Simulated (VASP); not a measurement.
Set up this calculation in VASP 6.6.1, as the native input.

* Task: single point
* Functional: PBEsol
* Potentials or basis: VASP PAW PBE potentials, release 64 (Ba_sv, Ti_sv, O_h)
* Cutoff: 1340 eV
* k mesh: 7 × 7 × 7
* Occupations: fermi-dirac, width 0.05 eV
* Spin: no spin polarisation
* Hubbard terms: Ti d U = 5.0 eV
* Dipole correction: no
* Further INCAR settings: ALGO = Normal; EDIFF = 1e-06; NBANDS = 28

The structure of BaTiO3 lies in POSCAR:

```
BaTiO3
1.0
    2.8162488102      1.6259620087      2.2994732895
   -2.8162488102      1.6259620087      2.2994732895
    0.0000000000     -3.2519240174      2.2994732894
Ba Ti O
1 1 3
Direct
    0.0038098329      0.0038098329      0.0038098329
    0.5037655347      0.5037655347      0.5037655347
    0.5038650937      0.0038944449      0.5038650937
    0.0038944449      0.5038650937      0.5038650937
    0.5038650937      0.5038650937      0.0038944449
```

These files were run (other wordings do the same):

INCAR

```
SYSTEM = BaTiO3
  ALGO = Normal
  EDIFF = 1E-6
  ENCUT = 1340
  GGA = PS
  GGA_COMPAT = .FALSE.
  ISIF = 2
  ISMEAR = -1
  LASPH = .TRUE.
  LCHARG = .FALSE.
  LDAU = .TRUE.
  LDAUJ = 0 0 0
  LDAUL = -1 2 -1
  LDAUPRINT = 1
  LDAUTYPE = 2
  LDAUU = 0 5 0
  LMAXMIX = 4
  LREAL = .FALSE.
  LWAVE = .FALSE.
  NBANDS = 28
  NELM = 200
  PREC = Accurate
  SIGMA = 0.05
```

KPOINTS

```
k-points
0
G
  7 7 7
  0 0 0
```

Potentials or basis: VASP PAW PBE potentials, release 64 (Ba_sv, Ti_sv, O_h).

Run with:

```console
$ cat potpaw_PBE.64/Ba_sv/POTCAR potpaw_PBE.64/Ti_sv/POTCAR potpaw_PBE.64/O_h/POTCAR > POTCAR
$ mpirun -np 1 vasp_std > vasp.out
```

It gave:

The pressure is 4.3 GPa, the largest force is 0.004 eV/Å and the band gap on the k mesh is 2.40 eV (least direct gap 2.51 eV).

Caveat: the cell stands under pressure; the PAW data sets were made with another functional, which shifts forces and pressure a little; spin-orbit coupling is left out, which moves the levels of the heavy elements.

It took 4.2 min on 1 thread of Intel(R) Xeon(R) Platinum 8559C (Emerald Rapids), on a shared host, peak memory 0.54 GiB.
